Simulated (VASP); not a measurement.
# Mg (P6_3/mmc) in VASP: notebook

Runs on Mg. Level: r2SCAN. Tasks: relaxation of cell and atoms, relaxation of shape and atoms at fixed volume.

All numbers are computed with VASP 6.6.1; they aren't measurements. Logs are shortened: lines on timing, memory, paths and dates and some standing lists are left out, and cuts for length are marked.

### 1 The cell of the first run

Symmetry: P6_3/mmc, No. 194, hexagonal system. Conventional cell: a = 3.209 Å, b = 3.209 Å, c = 5.210 Å, α = 90.00°, β = 90.00°, γ = 120.00°. Within 4.2 Å of Mg (site symmetry -6m2) lie 12 Mg at 3.20 to 3.21 Å.

### 2 Relaxation of cell and atoms, r2SCAN

File POSCAR:

```
Mg
1.0
    3.2093000000      0.0000000000      0.0000000000
   -1.6046500000      2.7793353284      0.0000000000
    0.0000000000      0.0000000000      5.2103000000
Mg
2
Direct
    0.3333333333      0.6666666667      0.2500000000
    0.6666666667      0.3333333333      0.7500000000
```

File INCAR.step1:

```
  PREC = Accurate
  ENCUT = 600
  ISMEAR = 0
  SIGMA = 0.1
  LREAL = False
  LASPH = True
  NELM = 80
  GGA = PE
  ALGO = Normal
  EDIFF = 1E-4
  LWAVE = True
  LCHARG = False
```

File INCAR.step2:

```
  PREC = Accurate
  ENCUT = 600
  EDIFF = 1E-7
  ISMEAR = 0
  SIGMA = 0.1
  LREAL = False
  LASPH = True
  NELM = 80
  ALGO = Normal
  ISIF = 3
  LWAVE = False
  LCHARG = False
  METAGGA = R2SCAN
  LMIXTAU = True
  IBRION = 2
  NSW = 100
  EDIFFG = -0.005
  ISTART = 1
```

File KPOINTS:

```
regular mesh
0
Gamma
  18 18 8
```

Potentials or basis: VASP PAW PBE potentials, release 64 (Mg).

Run with:

```sh
$ cat potpaw_PBE.64/Mg/POTCAR > POTCAR
$ cp INCAR.step1 INCAR
$ mpirun -np 1 vasp_std > vasp.out
$ cp INCAR.step2 INCAR
$ mpirun -np 1 vasp_std > vasp.out
```

OUTCAR:

```text
PREC = Accurate
   ENCUT = 600
   EDIFF = 1E-7
   ISMEAR = 0
   LREAL = False
   LASPH = True
   NELM = 80
   ISIF = 3
   METAGGA = R2SCAN
   IBRION = 2
   NSW = 100
   EDIFFG = -0.005
   ISTART = 1

 ion  position               nearest neighbor table
   1  0.333  0.667  0.250-   2 3.20   2 3.20   2 3.20   2 3.20   2 3.20   2 3.20
   2  0.667  0.333  0.750-   1 3.20   1 3.20   1 3.20   1 3.20   1 3.20   1 3.20

  LATTYP: Found a hexagonal cell.
 ALAT       =     3.2093000000
 C/A-ratio  =     1.6235004518

  Lattice vectors:

 A1 = (   3.2093000000,   0.0000000000,   0.0000000000)
 A2 = (  -1.6046500000,   2.7793353284,   0.0000000000)
 A3 = (   0.0000000000,   0.0000000000,   5.2103000000)

Analysis of symmetry for initial positions (statically):
=====================================================================
 Subroutine PRICEL returns:
 Original cell was already a primitive cell.

 Routine SETGRP: Setting up the symmetry group for a
 hexagonal supercell.

 Subroutine GETGRP returns: Found 24 space group operations
 (whereof 12 operations were pure point group operations)
 out of a pool of 24 trial point group operations.

The static configuration has the point symmetry D_3d.
 The point group associated with its full space group is D_6h.

Analysis of symmetry for dynamics (positions and initial velocities):
=====================================================================
 Subroutine PRICEL returns:
 Original cell was already a primitive cell.

 Routine SETGRP: Setting up the symmetry group for a
 hexagonal supercell.

 Subroutine GETGRP returns: Found 24 space group operations
 (whereof 12 operations were pure point group operations)
 out of a pool of 24 trial point group operations.

The dynamic configuration has the point symmetry D_3d.
 The point group associated with its full space group is D_6h.

 Subroutine INISYM returns: Found 24 space group operations
 (whereof 12 operations are pure point group operations),
 and found     1 'primitive' translations

----------------------------------------------------------------------------------------

                                     Primitive cell

  volume of cell :      46.4744

  direct lattice vectors                    reciprocal lattice vectors
[... 98 lines left out ...]
   NELECT =       4.0000    total number of electrons
   NUPDOWN=      -1.0000    fix difference up-down
   EMIN   =  10.00;   EMAX   =-10.00  energy-range for DOS
   EFERMI =   0.00;   METHOD = LEGACY
   ISMEAR =     0;   SIGMA  =   0.10  broadening in eV -4-tet -1-fermi 0-gaus
   EFERMI_NEDOS =   21; number of points for ismear=-14 and -15
   IALGO  =     38    algorithm
   IMIX   =      4    mixing-type and parameters
     AMIX     =   0.40;   BMIX     =  1.00
     AMIX_MAG =   1.60;   BMIX_MAG =  1.00
  volume/ion in A,a.u.               =      23.24       156.81
  Fermi-wavevector in a.u.,A,eV,Ry     =   0.722809  1.365911  7.108401  0.522453
  Thomas-Fermi vector in A             =   1.812866
   LORBIT       =      0    0 simple, 1 ext, 2 COOP (PROOUT), +10 PAW based schemes
   METAGGA = R2SCAN    functional components
   LHFCALC =     F    Hartree Fock is set to
   AEXX    =    0.0000 exact exchange contribution
   IVDW    =     0    specifies the selected vdW correction
   LEPSILON=     F    determine dielectric tensor
   LRPA    =     F    only Hartree local field effects (RPA)
 conjugate gradient relaxation of ions
 non-spin polarized calculation
 Gauss-broadening in eV      SIGMA  =   0.10
  energy-cutoff  :      600.00
  volume of cell :       46.47
 maximum number of plane-waves:      1578
 NGX is ok and might be reduce to    28
   NGX = 13   NGY = 13   NGZ = 21

--------------------------------------- Ionic step        1  -------------------------------------------

 number of electron       4.0000000 magnetization

 Free energy of the ion-electron system (eV)
  ---------------------------------------------------
  ext. energy  EPLUGINS =         0.00000000
  ---------------------------------------------------
  free energy    TOTEN  =        -8.29289674 eV

  energy without entropy =       -8.28918143  energy(sigma->0) =       -8.29103908

------------------------ aborting loop because EDIFF is reached ----------------------------------------

  FORCE on cell =-STRESS in cart. coord.  units (eV):
  Direction    XX          YY          ZZ          XY          YZ          ZX
  --------------------------------------------------------------------------------------
  -------------------------------------------------------------------------------------
  Total       -0.3328497     -0.3328497     -0.5284567      0.0000000      0.0000000      0.0000000
  in kB      -11.4747900    -11.4747900    -18.2182231      0.0000000      0.0000000      0.0000000
  external PRESSURE =     -13.7226011 kB  Pullay stress =       0.0000000 kB
[... 167 lines left out ...]
--------------------------------------- Ionic step        6  -------------------------------------------

 number of electron       4.0000000 magnetization

 Free energy of the ion-electron system (eV)
  ---------------------------------------------------
  ext. energy  EPLUGINS =         0.00000000
  ---------------------------------------------------
  free energy    TOTEN  =        -8.30118325 eV

  energy without entropy =       -8.29812479  energy(sigma->0) =       -8.29965402

 E-fermi :   2.7847     XC(G=0):  -9.1197

 val. band max:        2.7647448977   @ k =   0.2778   0.0556   0.0000
 cond. band min:       2.7923730695   @ k =   0.5000   0.0000   0.3750
 fundamental gap:      0.0276281718
 Fermi energy:         2.7847126168

 k-point     1 :       0.0000    0.0000    0.0000
  band No.  band energies     occupation
      1      -4.7222      2.00000
      2       0.8993      2.00000
      3       1.6971      2.00000
      4      14.4945      0.00000
      5      14.4945      0.00000
      6      14.6745      0.00000
[... 199 lines left out ...]
 k-point    24 :       0.3889    0.1111    0.0000
  band No.  band energies     occupation
      1      -0.4486      2.00000
      2       1.7482      2.00000
      3       4.9335      0.00000
      4       5.7566      0.00000
      5       7.0864      0.00000
      6       7.1329      0.00000

 [... further k-points ...]

------------------------ aborting loop because EDIFF is reached ----------------------------------------

  FORCE on cell =-STRESS in cart. coord.  units (eV):
  Direction    XX          YY          ZZ          XY          YZ          ZX
  --------------------------------------------------------------------------------------
  -------------------------------------------------------------------------------------
  Total        0.0046846      0.0046846      0.0095888      0.0000000     -0.0000000      0.0000000
  in kB        0.1676005      0.1676005      0.3430563      0.0000000     -0.0000000      0.0000000
  external PRESSURE =       0.2260858 kB  Pullay stress =       0.0000000 kB
[... 17 lines left out ...]
  FREE ENERGIE OF THE ION-ELECTRON SYSTEM (eV)
  ---------------------------------------------------
  free  energy   TOTEN  =        -8.3011832538 eV

  energy  without entropy=       -8.2981247905  energy(sigma->0) =       -8.29965402

 reached required accuracy - stopping structural energy minimisation
```

OUTCAR.step1:

```text
PREC = Accurate
   ENCUT = 600
   ISMEAR = 0
   LREAL = False
   LASPH = True
[... 441 lines left out ...]
     -0.00000      1.85289      1.30258        -0.000000     -0.000000      0.000000
      1.60465      0.92645      3.90773         0.000000      0.000000      0.000000
 -----------------------------------------------------------------------------------
    total drift:                                0.000000     -0.000000      0.000000

  FREE ENERGIE OF THE ION-ELECTRON SYSTEM (eV)
  ---------------------------------------------------
  free  energy   TOTEN  =        -3.0139723253 eV

  energy  without entropy=       -3.0091118951  energy(sigma->0) =       -3.01154211
```

It took 23 min on 1 thread of Intel Xeon 8259CL, shared host; peak memory 0.25 GiB.

What came out:

```
Free energy                           : -8.3012 eV
Relaxed volume                        : 22.39 Å³/atom
Relaxed cell                          : a = 3.182 Å, b = 3.182 Å, c = 5.106 Å, α = 90.00°, β = 90.00°, γ = 120.00°
Space group after relaxing (to 0.1 Å) : P6_3/mmc (No. 194)
Energy gained by relaxing             : 4.1 meV/atom
Ionic steps                           : 6
Pressure after relaxing               : 0.0 GPa
Band gap on the k mesh                : zero (bands 2 and 3 overlap by 2.09 eV)
```

Step by step:
| step | energy change (eV) | largest force (eV/Å) | pressure (GPa) | volume (Å³) |
| --- | --- | --- | --- | --- |
| 1 | 0.0000 | 0.0000 | -1.37 | 46.47 |
| 2 | -0.0076 | 0.0000 | -0.30 | 45.15 |
| 3 | -0.0081 | 0.0000 | 0.02 | 44.78 |
| 4 | -0.0081 | 0.0000 | 0.05 | 44.75 |
| 5 | -0.0082 | 0.0000 | 0.04 | 44.77 |
| 6 | -0.0083 | 0.0000 | 0.02 | 44.78 |

Final structure:
```
CELL_PARAMETERS angstrom
3.18235 0.00000 0.00000
-1.59117 2.75599 0.00000
0.00000 0.00000 5.10604
ATOMIC_POSITIONS crystal
Mg 0.33333 0.66667 0.25000
Mg 0.66667 0.33333 0.75000
```

Levels at points of the mesh, in eV from the Fermi level:
```
           k point  band 1  band 2  band 3  band 4  band 5  band 6
(0.00, 0.00, 0.00)   -7.51   -1.89   -1.09   11.71   11.71   11.89
(0.50, 0.00, 0.00)   -2.45   -2.28    2.87    3.15    3.73    4.12
(0.00, 0.00, 0.50)   -5.98   -5.98    5.65    5.65   12.48   12.48
(0.50, 0.00, 0.50)   -1.30   -1.30   -0.41   -0.41    8.62    8.62
```

Caveat: the PAW data sets were made with another functional, which shifts forces and pressure a little.

### 3 Relaxation of shape and atoms at fixed volume, r2SCAN (23.89 Å³/atom)

This run uses another cell than the first one, of 23.89 Å³/atom.

File POSCAR:

```
Mg
1.0
    3.2521262289      0.0000000000      0.0000000000
   -1.6260631144      2.8164239306      0.0000000000
    0.0000000000      0.0000000000      5.2173390994
Mg
2
Direct
    0.3333333333      0.6666666667      0.2500000000
    0.6666666667      0.3333333333      0.7500000000
```

File INCAR.step1:

```
ALGO = Normal
EDIFF = 1E-4
ENCUT = 600
GGA = PE
ISMEAR = 0
LASPH = T
LCHARG = F
LREAL = F
LWAVE = T
NELM = 80
PREC = Accurate
SIGMA = 0.1
```

File INCAR.step2:

```
ALGO = Normal
EDIFF = 1E-7
EDIFFG = -0.01
ENCUT = 600
IBRION = 2
ISIF = 4
ISMEAR = 0
ISTART = 1
LASPH = T
LCHARG = F
LMIXTAU = T
LREAL = F
LWAVE = F
METAGGA = R2SCAN
NELM = 80
NSW = 50
PREC = Accurate
SIGMA = 0.1
```

File KPOINTS:

```
k-points
0
Gamma
  18 18 8
```

Potentials or basis: VASP PAW PBE potentials, release 64 (Mg).

Run with:

```sh
$ cat potpaw_PBE.64/Mg/POTCAR > POTCAR
$ cp INCAR.step1 INCAR
$ mpirun -np 1 vasp_std > vasp.out
$ cp INCAR.step2 INCAR
$ mpirun -np 1 vasp_std > vasp.out
```

It took 5.8 min on 1 thread of Intel Xeon 8259CL, shared host; peak memory 0.23 GiB.

The run converged. Its results:

```yaml
Free_energy: -8.2786 eV
Pressure_after_relaxing: -2.3 GPa
Band_gap_on_the_k_mesh: zero (bands 2 and 3 overlap by 2.10 eV)
```

Final structure:
```xyz
2
Lattice="3.2521 0.0000 0.0000 -1.6261 2.8164 0.0000 0.0000 0.0000 5.2173" Properties=species:S:1:pos:R:3 pbc="T T T"
Mg    0.0000    1.8776    1.3043
Mg    1.6261    0.9388    3.9130
```

Levels at points of the mesh, in eV from the Fermi level:
```
           k point  band 1  band 2  band 3  band 4  band 5  band 6
(0.00, 0.00, 0.00)   -7.23   -1.78   -1.10   11.33   11.33   11.37
(0.50, 0.00, 0.00)   -2.34   -2.22    2.76    3.12    3.53    3.96
(0.00, 0.00, 0.50)   -5.76   -5.76    5.45    5.45   12.09   12.09
(0.50, 0.00, 0.50)   -1.23   -1.23   -0.43   -0.43    8.30    8.30
```

Caveat: the PAW data sets were made with another functional, which shifts forces and pressure a little.

The gap in the log of VASP goes by the Fermi energy; the results here count the filled bands.